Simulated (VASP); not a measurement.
# HfGe (F-43m) in VASP: notebook

Runs on HfGe. Level: LDA. Tasks: single point.

Program: VASP 6.6.1. These are calculated values, not measurements. Logs are shortened: lines on timing, memory, paths and dates and some standing lists are left out, and cuts for length are marked.

## Step 1: The cell of the first run

It takes space group F-43m (No. 216, cubic). The conventional cell has a = 5.928 Å, b = 5.928 Å, c = 5.928 Å, α = 90.00°, β = 90.00°, γ = 90.00°. Hf (site symmetry -43m) has 4 Ge at 2.57 Å within 3.4 Å. Ge (site symmetry -43m) has 4 Hf at 2.57 Å within 3.4 Å.

## Step 2: Single point, LDA

File INCAR:

```
SYSTEM = HfGe
PREC     = Accurate       ! precision mode
ENCUT    = 500            ! plane-wave cutoff, eV
EDIFF    = 1E-6           ! SCF threshold, eV
ISMEAR   = 0              ! smearing method
SIGMA    = 0.05           ! smearing width, eV
LREAL    = .False.        ! projectors in reciprocal space
LASPH    = .True.         ! aspherical terms in the spheres
NELM     = 120            ! most SCF steps
ALGO     = Normal         ! electronic algorithm
ISIF     = 2              ! what is computed and relaxed
LWAVE    = .False.        ! write WAVECAR
LCHARG   = .True.         ! write CHGCAR
LELF     = .True.         ! ELF
LVHAR    = .True.       
NBANDS   = 19             ! bands
GGA_COMPAT= .False.
```

File KPOINTS:

```
Automatic mesh
0
Gamma
  6 6 6
  0 0 0
```

File POSCAR:

```
HfGe
1.0
    0.0000000000      2.9638853419      2.9638853419
    2.9638853419      0.0000000000      2.9638853419
    2.9638853419      2.9638853419      0.0000000000
Hf Ge
1 1
Direct
    0.0000000000      0.0000000000      0.0000000000
    0.2500000000      0.2500000000      0.2500000000
```

Potentials or basis: VASP PAW LDA potentials, release 64 (Hf_pv, Ge_d).

On the command line:

```sh
$ cat potpaw_LDA.64/Hf_pv/POTCAR potpaw_LDA.64/Ge_d/POTCAR > POTCAR
$ mpirun -np 1 vasp_std > vasp.out
```

OUTCAR:

```text
SYSTEM = HfGe
   PREC = Accurate
   ENCUT = 500
   EDIFF = 1E-6
   ISMEAR = 0
   LREAL = .False.
   LASPH = .True.
   NELM = 120
   ISIF = 2

 ion  position               nearest neighbor table
   1  0.000  0.000  0.000-   2 2.57   2 2.57   2 2.57   2 2.57
   2  0.250  0.250  0.250-   1 2.57   1 2.57   1 2.57   1 2.57

  LATTYP: Found a face centered cubic cell.
 ALAT       =     5.9277706838

  Lattice vectors:

 A1 = (   0.0000000000,   2.9638853419,   2.9638853419)
 A2 = (   2.9638853419,   0.0000000000,   2.9638853419)
 A3 = (   2.9638853419,   2.9638853419,   0.0000000000)

Analysis of symmetry for initial positions (statically):
=====================================================================
 Subroutine PRICEL returns:
 Original cell was already a primitive cell.

 Routine SETGRP: Setting up the symmetry group for a
 face centered cubic supercell.

 Subroutine GETGRP returns: Found 24 space group operations
 (whereof 24 operations were pure point group operations)
 out of a pool of 48 trial point group operations.

The static configuration has the point symmetry T_d .

Analysis of symmetry for dynamics (positions and initial velocities):
=====================================================================
 Subroutine PRICEL returns:
 Original cell was already a primitive cell.

 Routine SETGRP: Setting up the symmetry group for a
 face centered cubic supercell.

 Subroutine GETGRP returns: Found 24 space group operations
 (whereof 24 operations were pure point group operations)
 out of a pool of 48 trial point group operations.

The dynamic configuration has the point symmetry T_d .

 Subroutine INISYM returns: Found 24 space group operations
 (whereof 24 operations are pure point group operations),
 and found     1 'primitive' translations

----------------------------------------------------------------------------------------

                                     Primitive cell

  volume of cell :      52.0732

  direct lattice vectors                    reciprocal lattice vectors
     0.000000000  2.963885342  2.963885342    -0.168697484  0.168697484  0.168697484
     2.963885342  0.000000000  2.963885342     0.168697484 -0.168697484  0.168697484
     2.963885342  2.963885342  0.000000000     0.168697484  0.168697484 -0.168697484

  length of vectors
     4.191566848  4.191566848  4.191566848     0.292192613  0.292192613  0.292192613

  position of ions in fractional coordinates (direct lattice)
     0.000000000  0.000000000  0.000000000
     0.250000000  0.250000000  0.250000000

  ion indices of the primitive-cell ions
   primitive index   ion index
[... 65 lines left out ...]
   EDIFF  = 0.1E-05   stopping-criterion for ELM
   LREAL  =      F    real-space projection
   EDIFFG = 0.1E-04   stopping-criterion for IOM
   NSW    =      0    number of steps for IOM
   IBRION =     -1    ionic relax: 0-MD 1-quasi-New 2-CG
   NFREE  =      0    steps in history (QN), initial steepest desc. (CG)
   ISIF   =      2    stress and relaxation
   ISYM   =      2    0-nonsym 1-usesym 2-fastsym
   POTIM  = 0.5000    time-step for ionic-motion
   TEBEG  =    0.0;   TEEND  =   0.0 temperature during run
   PSTRESS=    0.0 pullay stress
   NELECT =      24.0000    total number of electrons
   NUPDOWN=      -1.0000    fix difference up-down
   EMIN   =  10.00;   EMAX   =-10.00  energy-range for DOS
   EFERMI =   0.00;   METHOD = LEGACY
   ISMEAR =     0;   SIGMA  =   0.05  broadening in eV -4-tet -1-fermi 0-gaus
   EFERMI_NEDOS =   21; number of points for ismear=-14 and -15
   IALGO  =     38    algorithm
   IMIX   =      4    mixing-type and parameters
     AMIX     =   0.40;   BMIX     =  1.00
     AMIX_MAG =   1.60;   BMIX_MAG =  1.00
  volume/ion in A,a.u.               =      26.04       175.70
  Fermi-wavevector in a.u.,A,eV,Ry     =   1.264563  2.389678 21.757347  1.599120
  Thomas-Fermi vector in A             =   2.397862
   LORBIT       =      0    0 simple, 1 ext, 2 COOP (PROOUT), +10 PAW based schemes
   GGA     = CA    functional components
   LHFCALC =     F    Hartree Fock is set to
   AEXX    =    0.0000 exact exchange contribution
   IVDW    =     0    specifies the selected vdW correction
   LEPSILON=     F    determine dielectric tensor
   LRPA    =     F    only Hartree local field effects (RPA)
 non-spin polarized calculation
 Gauss-broadening in eV      SIGMA  =   0.05
  energy-cutoff  :      500.00
  volume of cell :       52.07
 maximum number of plane-waves:      1363
 NGX is ok and might be reduce to    32
   NGX = 15   NGY = 15   NGZ = 15

 number of electron      24.0000001 magnetization

 Free energy of the ion-electron system (eV)
  ---------------------------------------------------
  ext. energy  EPLUGINS =         0.00000000
  ---------------------------------------------------
  free energy    TOTEN  =       -15.06885762 eV

  energy without entropy =      -15.06778758  energy(sigma->0) =      -15.06832260

 E-fermi :   2.9511     XC(G=0): -10.0844

 val. band max:        2.9382449345   @ k =   0.5000   0.5000   0.0000
 cond. band min:       3.1361533054   @ k =  -0.3333   0.5000   0.1667
 fundamental gap:      0.1979083709
 Fermi energy:         2.9510976920

 k-point     1 :       0.0000    0.0000    0.0000
  band No.  band energies     occupation
      1     -27.8601      2.00000
      2     -27.8601      2.00000
      3     -27.8601      2.00000
      4     -20.1977      2.00000
      5     -20.1977      2.00000
      6     -20.1977      2.00000
[... 329 lines left out ...]
      6     -20.2107      2.00000
[... 11 lines left out ...]
     18      12.2410      0.00000
     19      12.2970      0.00000

------------------------ aborting loop because EDIFF is reached ----------------------------------------

  FORCE on cell =-STRESS in cart. coord.  units (eV):
  Direction    XX          YY          ZZ          XY          YZ          ZX
  --------------------------------------------------------------------------------------
  -------------------------------------------------------------------------------------
  Total        0.2961572      0.2961572      0.2961572      0.0000000      0.0000000     -0.0000000
  in kB        9.1121056      9.1121056      9.1121056      0.0000000      0.0000000     -0.0000000
  external PRESSURE =       9.1121056 kB  Pullay stress =       0.0000000 kB

 VOLUME and BASIS-vectors are now :
 -----------------------------------------------------------------------------
  energy-cutoff  :      500.00
  volume of cell :       52.07
      direct lattice vectors                 reciprocal lattice vectors
     0.000000000  2.963885342  2.963885342    -0.168697484  0.168697484  0.168697484
     2.963885342  0.000000000  2.963885342     0.168697484 -0.168697484  0.168697484
     2.963885342  2.963885342  0.000000000     0.168697484  0.168697484 -0.168697484

 POSITION                                       TOTAL-FORCE (eV/Angst)
 -----------------------------------------------------------------------------------
      0.00000      0.00000      0.00000        -0.000000      0.000000     -0.000000
      1.48194      1.48194      1.48194         0.000000     -0.000000      0.000000
 -----------------------------------------------------------------------------------
    total drift:                                0.000000      0.000000     -0.000000

  FREE ENERGIE OF THE ION-ELECTRON SYSTEM (eV)
  ---------------------------------------------------
  free  energy   TOTEN  =       -15.0688576156 eV

  energy  without entropy=      -15.0677875849  energy(sigma->0) =      -15.06832260
```

stdout:

```text
POSCAR found type information on POSCAR HfGe
 POSCAR found :  2 types and       2 ions
 scaLAPACK will be used
 LDA part: xc-table for (Slater(with rela. corr.)+CA(PZ))
 , standard interpolation
 POSCAR, INCAR and KPOINTS ok, starting setup
 FFT: planning ... GRIDC
 FFT: planning ... GRID_SOFT
 FFT: planning ... GRID
 WAVECAR not read
 entering main loop
```

Run time: 13 s. Hardware: 1 thread of Intel Xeon Platinum 8488C (Sapphire Rapids), shared host; peak memory 0.16 GiB.

Results:

* Free energy: -15.0689 eV
* Pressure: 0.9 GPa

Caveat: spin-orbit coupling is left out, which moves the levels of the heavy elements.

## Step 3: Single point, LDA

This run uses another cell than the first one, of 26.26 Å³/atom, 1.009 times its volume.

File INCAR:

```
SYSTEM = HfGe
PREC = Accurate
ENCUT = 500
EDIFF = 1E-6
ISMEAR = 0
SIGMA = 0.05
LREAL = .FALSE.
LASPH = .TRUE.
NELM = 120
ALGO = Normal
ISIF = 2
LWAVE = .FALSE.
LCHARG = .TRUE.
LELF = .TRUE.
LVHAR = .TRUE.
NBANDS = 19
GGA_COMPAT = .FALSE.
```

File KPOINTS:

```
Automatic mesh
0
G
  6 6 6
  0 0 0
```

File POSCAR:

```
HfGe
1.0
    0.0000000000      2.9722961852      2.9722961852
    2.9722961852      0.0000000000      2.9722961852
    2.9722961852      2.9722961852      0.0000000000
Hf Ge
1 1
Direct
    0.0000000000      0.0000000000      0.0000000000
    0.2500000000      0.2500000000      0.2500000000
```

Potentials or basis: VASP PAW LDA potentials, release 64 (Hf_pv, Ge_d).

On the command line:

```sh
$ cat potpaw_LDA.64/Hf_pv/POTCAR potpaw_LDA.64/Ge_d/POTCAR > POTCAR
$ mpirun -np 1 vasp_std > vasp.out
```

Run time: 12 s. Hardware: 1 thread of Intel Xeon Platinum 8488C (Sapphire Rapids), shared host; peak memory 0.16 GiB.

Results (log left out):

- Free energy: -15.0706 eV
- Pressure: 0.3 GPa

Levels at points of the mesh, in eV from the Fermi level:
```
           k point  band 8  band 9  band 10  band 11  band 12  band 13  band 14  band 15  band 16  band 17
(0.00, 0.00, 0.00)  -23.14   -9.22    -1.47    -1.47    -1.47     1.70     1.70     3.51     7.54     7.54
(0.50, 0.00, 0.00)  -23.13   -7.84    -3.01    -1.09    -1.09     1.96     2.18     2.18     4.88     4.88
(0.50, 0.50, 0.00)  -23.13   -7.30    -3.47    -0.02    -0.02     0.00     1.71     2.56     3.03     3.03
```

Caveat: spin-orbit coupling is left out, which moves the levels of the heavy elements.
